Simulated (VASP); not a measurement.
# Ir (P6_3/mmc) in VASP: a series of runs

Aim: see how the results for Ir move with the level of theory and the settings. Levels: r2SCANh, PBEsol+D3(BJ), r2SCAN, HSE06. Tasks: single point, relaxation of cell and atoms.

Everything below comes from runs of VASP 6.6.1. Logs are shortened: lines on timing, memory, paths and dates and some standing lists are left out, and cuts for length are marked.

## Step 1: The cell of the first run

Symmetry: P6_3/mmc, No. 194, hexagonal system. The conventional cell has a = 2.751 Å, b = 2.751 Å, c = 4.462 Å, α = 90.00°, β = 90.00°, γ = 120.00°. Within 3.6 Å of Ir (site symmetry -6m2) lie 12 Ir at 2.74 to 2.75 Å.

This isn't the form of Ir at room conditions, which is fcc.

## Step 2: Single point, r2SCANh

The input, POSCAR:

```
Ir
1.0
    2.7513778946      0.0000000000      0.0000000000
   -1.3756889473      2.3827631521      0.0000000000
    0.0000000000      0.0000000000      4.4622900000
Ir
2
Direct
    0.3333333333      0.6666666667      0.2500000000
    0.6666666667      0.3333333333      0.7500000000
```

The input, INCAR.step1:

```
PREC = Accurate
ENCUT = 520
EDIFF = 1E-5
ISMEAR = -1
SIGMA = 0.05
LREAL = F
LASPH = T
NELM = 60
ALGO = Normal
ISIF = 2
LWAVE = T
LCHARG = F
GGA = PE
NBANDS = 16
```

The input, INCAR.step2:

```
PREC = Accurate
ENCUT = 520
EDIFF = 1E-6
ISMEAR = -1
SIGMA = 0.05
LREAL = F
LASPH = T
NELM = 60
ALGO = Normal
ISIF = 2
LWAVE = F
LCHARG = F
METAGGA = R2SCAN
LHFCALC = T
AEXX = 0.1
LMIXTAU = T
PRECFOCK = Normal
ISTART = 1
NBANDS = 16
```

The input, KPOINTS:

```
Automatic mesh
0
Gamma
  6 6 3
```

Potentials or basis: VASP PAW PBE potentials, release 64 (Ir).

Command:

```bash
$ cat potpaw_PBE.64/Ir/POTCAR > POTCAR
$ cp INCAR.step1 INCAR
$ mpirun -np 1 vasp_std > vasp.out
$ cp INCAR.step2 INCAR
$ mpirun -np 1 vasp_std > vasp.out
```

OUTCAR:

```text
PREC = Accurate
   ENCUT = 520
   EDIFF = 1E-6
   ISMEAR = -1
   LREAL = F
   LASPH = T
   NELM = 60
   ISIF = 2
   METAGGA = R2SCAN
   LHFCALC = T
   AEXX = 0.1
   PRECFOCK = Normal
   ISTART = 1

 ion  position               nearest neighbor table
   1  0.333  0.667  0.250-   2 2.74   2 2.74   2 2.74   2 2.74   2 2.74   2 2.74
   2  0.667  0.333  0.750-   1 2.74   1 2.74   1 2.74   1 2.74   1 2.74   1 2.74

  LATTYP: Found a hexagonal cell.
 ALAT       =     2.7513778946
 C/A-ratio  =     1.6218382828

  Lattice vectors:

 A1 = (   2.7513778946,   0.0000000000,   0.0000000000)
 A2 = (  -1.3756889473,   2.3827631521,   0.0000000000)
 A3 = (   0.0000000000,   0.0000000000,   4.4622900000)

Analysis of symmetry for initial positions (statically):
=====================================================================
 Subroutine PRICEL returns:
 Original cell was already a primitive cell.

 Routine SETGRP: Setting up the symmetry group for a
 hexagonal supercell.

 Subroutine GETGRP returns: Found 24 space group operations
 (whereof 12 operations were pure point group operations)
 out of a pool of 24 trial point group operations.

The static configuration has the point symmetry D_3d.
 The point group associated with its full space group is D_6h.

Analysis of symmetry for dynamics (positions and initial velocities):
=====================================================================
 Subroutine PRICEL returns:
 Original cell was already a primitive cell.

 Routine SETGRP: Setting up the symmetry group for a
 hexagonal supercell.

 Subroutine GETGRP returns: Found 24 space group operations
 (whereof 12 operations were pure point group operations)
 out of a pool of 24 trial point group operations.

The dynamic configuration has the point symmetry D_3d.
 The point group associated with its full space group is D_6h.

 Subroutine INISYM returns: Found 24 space group operations
 (whereof 12 operations are pure point group operations),
 and found     1 'primitive' translations

----------------------------------------------------------------------------------------

                                     Primitive cell

  volume of cell :      29.2542

  direct lattice vectors                    reciprocal lattice vectors
     2.751377895  0.000000000  0.000000000     0.363454254  0.209840411  0.000000000
    -1.375688947  2.382763152  0.000000000     0.000000000  0.419680823  0.000000000
     0.000000000  0.000000000  4.462290000     0.000000000  0.000000000  0.224100182

  length of vectors
     2.751377895  2.751377895  4.462290000     0.419680823  0.419680823  0.224100182

  position of ions in fractional coordinates (direct lattice)
     0.333333333  0.666666667  0.250000000
     0.666666667  0.333333333  0.750000000

  ion indices of the primitive-cell ions
   primitive index   ion index
                 1           1
                 2           2

----------------------------------------------------------------------------------------

 KPOINTS: Automatic mesh

Automatic generation of k-mesh.
 Grid dimensions read from file:
 generate k-points for:    6    6    3

 Generating k-lattice:

  Cartesian coordinates                     Fractional coordinates (reciprocal lattice)
     0.060575709  0.034973402  0.000000000     0.166666667 -0.000000000  0.000000000
     0.000000000  0.069946804  0.000000000     0.000000000  0.166666667  0.000000000
     0.000000000  0.000000000  0.074700061     0.000000000  0.000000000  0.333333333

  Length of vectors
     0.069946804  0.069946804  0.074700061

  Shift w.r.t. Gamma in fractional coordinates (k-lattice)
     0.000000000  0.000000000  0.000000000

 Subroutine IBZKPT returns following result:
 ===========================================

 Found     14 irreducible k-points:

 Following reciprocal coordinates:
            Coordinates               Weight
  0.000000  0.000000  0.000000      1.000000
  0.166667 -0.000000  0.000000      6.000000
  0.333333 -0.000000  0.000000      6.000000
  0.500000 -0.000000  0.000000      3.000000
  0.166667  0.166667  0.000000      6.000000
  0.333333  0.166667  0.000000     12.000000
  0.333333  0.333333  0.000000      2.000000
  0.000000  0.000000  0.333333      2.000000
  0.166667 -0.000000  0.333333     12.000000
  0.333333 -0.000000  0.333333     12.000000
  0.500000 -0.000000  0.333333      6.000000
  0.166667  0.166667  0.333333     12.000000
  0.333333  0.166667  0.333333     24.000000
  0.333333  0.333333  0.333333      4.000000
   k-points           NKPTS =     14   k-points in BZ     NKDIM =    108   number of bands    NBANDS=     16
   number of dos      NEDOS =    301   number of ions     NIONS =      2
   total plane-waves  NPLWV =  14400
   dimension x,y,z NGX =    20 NGY =   20 NGZ =   36
   dimension x,y,z NGXF=    40 NGYF=   40 NGZF=   72
   ions per type =               2
   NGX,Y,Z   is equivalent  to a cutoff of  12.08, 12.08, 13.41 a.u.
   NGXF,Y,Z  is equivalent  to a cutoff of  24.17, 24.17, 26.82 a.u.
 SYSTEM =  unknown system
   PREC   = accura    normal or accurate (medium, high low for compatibility)
   ISTART =      1    job   : 0-new  1-cont  2-samecut
   ICHARG =      0    charge: 1-file 2-atom 10-const
   ISPIN  =      1    spin polarized calculation?
   LNONCOLLINEAR =      F non collinear calculations
   LSORBIT =      F    spin-orbit coupling
   LASPH  =      T    aspherical Exc in radial PAW
   ENCUT  =  520.0 eV  38.22 Ry    6.18 a.u.   5.12  5.12  8.30*2*pi/ulx,y,z
   NELM   =     60;   NELMIN=  2; NELMDL=  0     # of ELM steps
   EDIFF  = 0.1E-05   stopping-criterion for ELM
   LREAL  =      F    real-space projection
   EDIFFG = 0.1E-04   stopping-criterion for IOM
   NSW    =      0    number of steps for IOM
   IBRION =     -1    ionic relax: 0-MD 1-quasi-New 2-CG
   NFREE  =      0    steps in history (QN), initial steepest desc. (CG)
   ISIF   =      2    stress and relaxation
   ISYM   =      3    0-nonsym 1-usesym 2-fastsym
   POTIM  = 0.5000    time-step for ionic-motion
   TEBEG  =    0.0;   TEEND  =   0.0 temperature during run
   PSTRESS=    0.0 pullay stress
   NELECT =      18.0000    total number of electrons
   NUPDOWN=      -1.0000    fix difference up-down
   EMIN   =  10.00;   EMAX   =-10.00  energy-range for DOS
   EFERMI =   0.00;   METHOD = LEGACY
   ISMEAR =    -1;   SIGMA  =   0.05  broadening in eV -4-tet -1-fermi 0-gaus
   EFERMI_NEDOS =   21; number of points for ismear=-14 and -15
   IALGO  =     38    algorithm
   IMIX   =      1    mixing-type and parameters
     AMIX     =   0.40;   BMIX     =  1.00
     AMIX_MAG =   1.60;   BMIX_MAG =  1.00
  volume/ion in A,a.u.               =      14.63        98.71
  Fermi-wavevector in a.u.,A,eV,Ry     =   1.392417  2.631287 26.379323  1.938826
  Thomas-Fermi vector in A             =   2.516162
   LORBIT       =      0    0 simple, 1 ext, 2 COOP (PROOUT), +10 PAW based schemes
   METAGGA = R2SCAN    functional components
   LHFCALC =     T    Hartree Fock is set to
   PRECFOCK=normal    Normal, Fast or Accurate (Low or Medium for compatibility)
   ENCUT4O =  -1.0   cutoff for four orbital integrals eV
   NKREDX  =     1    reduce k-point grid by
   NKREDY  =     1    reduce k-point grid by
   NKREDZ  =     1    reduce k-point grid by
   AEXX    =    0.1000 exact exchange contribution
   HFSCREEN=    0.0000 screening length (either q_TF or 0.3 A-1)
   HFSCREENC=   0.0000 screening length for correlation (either q_TF or 0.3 A-1)
   ENCUTFOCK=  -1.0 apply spherical cutoff to Coloumb kernel
   IVDW    =     0    specifies the selected vdW correction
   LEPSILON=     F    determine dielectric tensor
   LRPA    =     F    only Hartree local field effects (RPA)
 non-spin polarized calculation
  energy-cutoff  :      520.00
  volume of cell :       29.25
 maximum number of plane-waves:       801
  NGX = 16; NGY = 16; NGZ = 28

 number of electron      18.0000000 magnetization

 Free energy of the ion-electron system (eV)
  ---------------------------------------------------
  ext. energy  EPLUGINS =         0.00000000
  ---------------------------------------------------
  free energy    TOTEN  =       -97.84579317 eV

  energy without entropy =      -97.83390756  energy(sigma->0) =      -97.83985036

 E-fermi :   9.4917     XC(G=0): -13.7435

 val. band max:        9.1445001300   @ k =   0.3333  -0.0000   0.0000
 cond. band min:       9.5588427000   @ k =   0.3333   0.1667   0.3333
 fundamental gap:      0.4143425701
 Fermi energy:         9.4916695322

 k-point     1 :       0.0000    0.0000    0.0000
  band No.  band energies     occupation
      1      -2.2529      2.00000
      2       0.9369      2.00000
      3       5.2466      2.00000
      4       5.4277      2.00000
      5       5.4277      2.00000
      6       6.1038      2.00000
[... 8 lines left out ...]
     15      27.4628      0.00000
     16      28.5363      0.00000

 k-point     2 :       0.1667   -0.0000    0.0000
  band No.  band energies     occupation
      1      -1.1704      2.00000
      2       1.8038      2.00000
      3       4.4102      2.00000
      4       5.3148      2.00000
      5       5.5475      2.00000
      6       6.2965      2.00000
[... 8 lines left out ...]
     15      28.3440      0.00000
     16      28.6729      0.00000

 k-point     3 :       0.3333   -0.0000    0.0000
  band No.  band energies     occupation
      1       0.9938      2.00000
      2       2.0514      2.00000
      3       3.0635      2.00000
      4       4.7666      2.00000
      5       5.4299      2.00000
      6       5.6233      2.00000
[... 8 lines left out ...]
     15      24.4805      0.00000
     16      25.7036      0.00000

 k-point     4 :       0.5000   -0.0000    0.0000
  band No.  band energies     occupation
      1       1.5758      2.00000
      2       1.6892      2.00000
      3       2.2581      2.00000
      4       5.0719      2.00000
      5       5.6929      2.00000
      6       5.9190      2.00000
[... 8 lines left out ...]
     15      21.7457      0.00000
     16      22.0513      0.00000

 k-point     5 :       0.1667    0.1667    0.0000
  band No.  band energies     occupation
      1       0.6371      2.00000
      2       2.8770      2.00000
      3       3.6101      2.00000
      4       3.6913      2.00000
      5       5.1844      2.00000
      6       5.3955      2.00000
[... 8 lines left out ...]
     15      23.4748      0.00000
     16      27.0947      0.00000

 k-point     6 :       0.3333    0.1667    0.0000
  band No.  band energies     occupation
      1       2.2868      2.00000
      2       2.4839      2.00000
      3       2.4912      2.00000
      4       4.6246      2.00000
      5       4.8419      2.00000
      6       5.6988      2.00000
[... 8 lines left out ...]
     15      21.1071      0.00000
     16      25.0706      0.00000

 k-point     7 :       0.3333    0.3333    0.0000
  band No.  band energies     occupation
      1       2.3251      2.00000
      2       3.3144      2.00000
      3       3.3144      2.00000
      4       4.1627      2.00000
      5       4.9863      2.00000
      6       4.9863      2.00000
[... 8 lines left out ...]
     15      24.2038      0.00000
     16      24.2038      0.00000

 k-point     8 :       0.0000    0.0000    0.3333
  band No.  band energies     occupation
      1      -1.0249      2.00000
      2       0.8257      2.00000
      3       4.8114      2.00000
      4       5.1781      2.00000
      5       5.1781      2.00000
      6       5.5909      2.00000
[... 8 lines left out ...]
     15      26.4003      0.00000
     16      29.1005      0.00000

 k-point     9 :       0.1667   -0.0000    0.3333
  band No.  band energies     occupation
      1      -0.0562      2.00000
      2       1.8263      2.00000
      3       4.0116      2.00000
      4       4.5629      2.00000
      5       4.7583      2.00000
      6       5.8338      2.00000
[... 8 lines left out ...]
     15      27.3978      0.00000
     16      27.9192      0.00000

 k-point    10 :       0.3333   -0.0000    0.3333
  band No.  band energies     occupation
      1       1.1346      2.00000
      2       2.1950      2.00000
      3       3.1208      2.00000
      4       3.9247      2.00000
      5       5.8141      2.00000
      6       6.2085      2.00000
[... 8 lines left out ...]
     15      24.8389      0.00000
     16      26.7674      0.00000

 k-point    11 :       0.5000   -0.0000    0.3333
  band No.  band energies     occupation
      1       1.0279      2.00000
      2       1.7762      2.00000
      3       3.0583      2.00000
      4       3.4733      2.00000
      5       6.0475      2.00000
      6       6.9055      2.00000
[... 8 lines left out ...]
     15      24.7359      0.00000
     16      25.6409      0.00000

 k-point    12 :       0.1667    0.1667    0.3333
  band No.  band energies     occupation
      1       1.2889      2.00000
      2       2.7981      2.00000
      3       3.4307      2.00000
      4       3.9334      2.00000
      5       4.7766      2.00000
      6       5.3478      2.00000
[... 8 lines left out ...]
     15      25.1348      0.00000
     16      26.8870      0.00000

 k-point    13 :       0.3333    0.1667    0.3333
  band No.  band energies     occupation
      1       1.7246      2.00000
      2       2.6299      2.00000
      3       3.1301      2.00000
      4       4.2334      2.00000
      5       4.7821      2.00000
      6       6.2620      2.00000
[... 8 lines left out ...]
     15      22.4656      0.00000
     16      25.4936      0.00000

 k-point    14 :       0.3333    0.3333    0.3333
  band No.  band energies     occupation
      1       2.9404      2.00000
      2       2.9404      2.00000
      3       3.1312      2.00000
      4       4.1558      2.00000
      5       5.0969      2.00000
      6       5.0969      2.00000
[... 8 lines left out ...]
     15      19.8434      0.00000
     16      21.5689      0.00000

------------------------ aborting loop because EDIFF is reached ----------------------------------------

  FORCE on cell =-STRESS in cart. coord.  units (eV):
  Direction    XX          YY          ZZ          XY          YZ          ZX
  --------------------------------------------------------------------------------------
  -------------------------------------------------------------------------------------
  Total       -1.0469221     -1.0469221     -3.6041982     -0.0000000      0.0000000      0.0000000
  in kB      -57.3371394    -57.3371394   -197.3923605     -0.0000000      0.0000000      0.0000000
  external PRESSURE =    -104.0222131 kB  Pullay stress =       0.0000000 kB

 VOLUME and BASIS-vectors are now :
 -----------------------------------------------------------------------------
  energy-cutoff  :      520.00
  volume of cell :       29.25
      direct lattice vectors                 reciprocal lattice vectors
     2.751377895  0.000000000  0.000000000     0.363454254  0.209840411  0.000000000
    -1.375688947  2.382763152  0.000000000     0.000000000  0.419680823  0.000000000
     0.000000000  0.000000000  4.462290000     0.000000000  0.000000000  0.224100182

 POSITION                                       TOTAL-FORCE (eV/Angst)
 -----------------------------------------------------------------------------------
     -0.00000      1.58851      1.11557        -0.000000      0.000000      0.000000
      1.37569      0.79425      3.34672         0.000000      0.000000     -0.000000
 -----------------------------------------------------------------------------------
    total drift:                               -0.000000     -0.000000     -0.000000

  FREE ENERGIE OF THE ION-ELECTRON SYSTEM (eV)
  ---------------------------------------------------
  free  energy   TOTEN  =       -97.8457931674 eV

  energy  without entropy=      -97.8339075572  energy(sigma->0) =      -97.83985036
```

Run time: 9.3 min. Hardware: 1 thread of Intel Xeon 6975P-C (Granite Rapids), shared host; peak memory 0.17 GiB.

Results:

```
Free energy            : -97.8458 eV
Pressure               : -10.4 GPa
Band gap on the k mesh : zero (bands 9 and 10 overlap by 3.77 eV)
```

Caveat: the k points lie up to 0.47 Å⁻¹ apart, too coarse for converged energies and pressures of a metal; the PAW data sets were made with another functional, which shifts forces and pressure a little; spin-orbit coupling is left out, which moves the levels of the heavy elements.

## Step 3: Relaxation of cell and atoms, PBEsol+D3(BJ)

The input, INCAR:

```
ALGO = Normal
EDIFF = 1E-7
EDIFFG = -0.01
ENCUT = 560
GGA = PS
GGA_COMPAT = F
IBRION = 2
ISIF = 3
ISMEAR = -1
IVDW = 12
LASPH = T
LCHARG = F
LREAL = F
LWAVE = F
NELM = 120
NELMIN = 4
NSW = 60
PREC = Accurate
SIGMA = 0.05
```

The input, KPOINTS:

```
k-points
0
Gamma
  11 11 6
```

POSCAR is that of step 2.

Potentials or basis: VASP PAW PBE potentials, release 64 (Ir_sv_GW).

Command:

```bash
$ cat potpaw_PBE.64/Ir_sv_GW/POTCAR > POTCAR
$ mpirun -np 1 vasp_std > vasp.out
```

It took 86 s on 1 thread of Intel Xeon 6975P-C (Granite Rapids), shared host; peak memory 0.2 GiB.

Results (log left out):

```
Free energy                           : -22.0897 eV
Relaxed volume                        : 13.77 Å³/atom
Relaxed cell                          : a = 2.697 Å, b = 2.697 Å, c = 4.375 Å, α = 90.00°, β = 90.00°, γ = 120.00°
Space group after relaxing (to 0.1 Å) : P6_3/mmc (No. 194)
Pressure after relaxing               : 0.0 GPa
Band gap on the k mesh                : zero (bands 17 and 18 overlap by 3.42 eV)
Dispersion energy per atom            : -0.734 eV
```

Stress tensor (GPa, compression positive):
```
 0.03  0.00  0.00
 0.00  0.03  0.00
 0.00  0.00 -0.06
```

Final structure:
```
Ir
1.0
     2.69659    0.00000    0.00000
    -1.34830    2.33532    0.00000
     0.00000    0.00000    4.37473
Ir
2
Cartesian
  0.0000 1.5569 1.0937
  1.3483 0.7784 3.2810
```

Levels at points of the mesh, in eV from the Fermi level:
```csv
k point,band 13,band 14,band 15,band 16,band 17,band 18,band 19,band 20,band 21
"(0.00, 0.00, 0.00)",-4.01,-3.32,-3.32,-2.48,-2.48,-0.93,0.30,0.30,7.31
"(0.00, 0.00, 0.50)",-4.14,-4.14,-4.14,-4.14,-0.47,-0.47,-0.47,-0.47,13.12
```

Caveat: the PAW data sets were made with another functional, which shifts forces and pressure a little; spin-orbit coupling is left out, which moves the levels of the heavy elements.

(Part 1 of 2 ends here.)

The gap in the log of VASP goes by the Fermi energy; the results here count the filled bands.